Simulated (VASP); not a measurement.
Ir: relaxation of cell and atoms with PBE

The system is Ir.

```
CELL_PARAMETERS angstrom
4.31125 0.00000 0.00000
-2.15563 3.73365 0.00000
0.00000 0.00000 4.75938
ATOMIC_POSITIONS crystal
Ir 0.00000 0.00000 0.25000
Ir 0.00000 0.00000 0.75000
Ir 0.33333 0.66667 0.75000
Ir 0.66667 0.33333 0.25000
```

| Quantity | Value |
| --- | --- |
| Program | VASP 6.6.1 |
| Task | relaxation of cell and atoms |
| Functional | PBE |
| Potentials or basis | VASP PAW PBE potentials, release 64 (Ir) |
| Cutoff | 600 eV |
| k mesh | 6 × 6 × 4 |
| Occupations | gaussian, width 0.1 eV |
| Spin | no spin polarisation |
| Dipole correction | no |
| Further INCAR settings | ALGO = Normal; EDIFF = 1e-06; IBRION = 2; EDIFFG = -0.04; NSW = 90; ISIF = 3 |

```json
{
  "Relaxed volume": "19.29 Å³/atom",
  "Relaxed cell": "a = 4.273 Å, b = 4.273 Å, c = 4.881 Å, α = 90.00°, β = 90.00°, γ = 120.00°",
  "Space group after relaxing (to 0.05 Å)": "P6_3/mmc (No. 194)",
  "Energy gained by relaxing": "10.9 meV/atom",
  "Ionic steps": "6",
  "Pressure after relaxing": "0.0 GPa"
}
```

Stress tensor (GPa, compression positive):
```
-0.01  0.00  0.00
 0.00 -0.01  0.00
 0.00  0.00  0.09
```

Step by step:
```
step  energy change (eV)  largest force (eV/Å)  pressure (GPa)  volume (Å³)
   1              0.0000                0.0000            0.47        76.61
   2             -0.0393                0.0000            0.42        77.18
   3             -0.0437                0.0000            0.35        77.04
   4             -0.0436                0.0000            0.34        77.03
   5             -0.0430                0.0000           -0.77        77.46
   6             -0.0438                0.0000            0.02        77.16
```

Final structure:
```
CELL_PARAMETERS angstrom
4.27251 0.00000 0.00000
-2.13625 3.70010 0.00000
0.00000 0.00000 4.88087
ATOMIC_POSITIONS crystal
Ir 0.00000 0.00000 0.25000
Ir 0.00000 0.00000 0.75000
Ir 0.33333 0.66667 0.75000
Ir 0.66667 0.33333 0.25000
```

Levels at points of the mesh, in eV from the Fermi level:
```tsv
k point	band 14	band 15	band 16	band 17	band 18	band 19	band 20	band 21	band 22
(0.00, 0.00, 0.00)	-2.16	-2.16	-1.35	-0.06	-0.06	0.06	0.35	0.35	0.53
(0.50, 0.00, 0.00)	-0.83	-0.77	0.08	0.25	0.41	0.51	0.93	1.55	1.91
(0.00, 0.00, 0.50)	-1.98	-1.98	-1.98	-0.89	-0.89	-0.50	-0.50	-0.50	-0.50
(0.50, 0.00, 0.50)	-1.70	-0.32	-0.32	-0.15	-0.15	0.01	0.01	0.43	0.43
```

It took 110 s on 1 thread of Intel(R) Xeon(R) Platinum 8488C (Sapphire Rapids) (shared host), peak memory 0.23 GiB.

Caveat: the bands computed are all filled at some k points, so no gap is given; spin-orbit coupling is left out, which moves the levels of the heavy elements.
